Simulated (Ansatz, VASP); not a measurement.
# One calculation of W, two programs

Contents of POSCAR:

```
W
1.0
   -1.5637341028      1.5637341028      1.5637341028
    1.5637341028     -1.5637341028      1.5637341028
    1.5637341028      1.5637341028     -1.5637341028
W
1
Direct
    0.0000000000      0.0000000000      0.0000000000
```

File INCAR.step1:

```
SYSTEM = W
  PREC = Accurate
  ENCUT = 520
  ISMEAR = -1
  SIGMA = 0.03
  LREAL = .FALSE.
  LASPH = .TRUE.
  NELM = 100
  NBANDS = 13
  GGA = PE
  ALGO = Normal
  EDIFF = 1E-4
  LWAVE = .TRUE.
  LCHARG = .FALSE.
```

Contents of INCAR.step2:

```
SYSTEM = W
  PREC = Accurate
  ENCUT = 520
  EDIFF = 1E-8
  ISMEAR = -1
  SIGMA = 0.03
  LREAL = .FALSE.
  LASPH = .TRUE.
  NELM = 100
  ALGO = Normal
  ISIF = 2
  LWAVE = .FALSE.
  LCHARG = .FALSE.
  METAGGA = R2SCAN
  LMIXTAU = .TRUE.
  LEFG = .TRUE.
  NBANDS = 13
  ISTART = 1
```

File KPOINTS:

```
Automatic mesh
0
G
  16 16 16
  0 0 0
```

Input for Ansatz:

```yaml
crystal:
  lattice:
    - [-1.5637341028, 1.5637341028, 1.5637341028]
    - [1.5637341028, -1.5637341028, 1.5637341028]
    - [1.5637341028, 1.5637341028, -1.5637341028]
  atoms:
    - { symbol: W, position: [0.0, 0.0, 0.0] }
kpoints:
  mp_grid: { grid: [16, 16, 16] }
scf:
  occupations: { method: fermi_dirac, width: 0.03 }
hamiltonian:
  xc: r2scan
  pseudopotentials: { kind: paw }
output:
  forces: true
  stress: true
  eigenvalues: true
  efg: { contact_densities: true }
```

Change from the starting cell: volume scaled by 0.96, PAW files.

Alike in both runs: task electric field gradients; functional r2SCAN; k mesh 16 × 16 × 16; occupations fermi-dirac, width 0.03 eV; no spin polarisation.

|  | VASP | Ansatz |
| --- | --- | --- |
| version | VASP 6.6.1 | Ansatz 0.2.0 |
| potentials or method | VASP PAW PBE potentials, release 64 (W_sv) | PAW with Ansatz's default frozen-core files, scalar-relativistic |
| plane-wave cutoff (eV) | 520 | 500 |
| valence electrons in the cell | 14 | 14 |

```tsv
	VASP	Ansatz	Ansatz less VASP
pressure (GPa)	14.7	13.2	-1.49
```

VASP's potentials were made for PBE, not for r2SCAN. The functional is the same, so the differences come from potentials, cutoffs and numerics.

Neither program's run includes spin-orbit coupling.
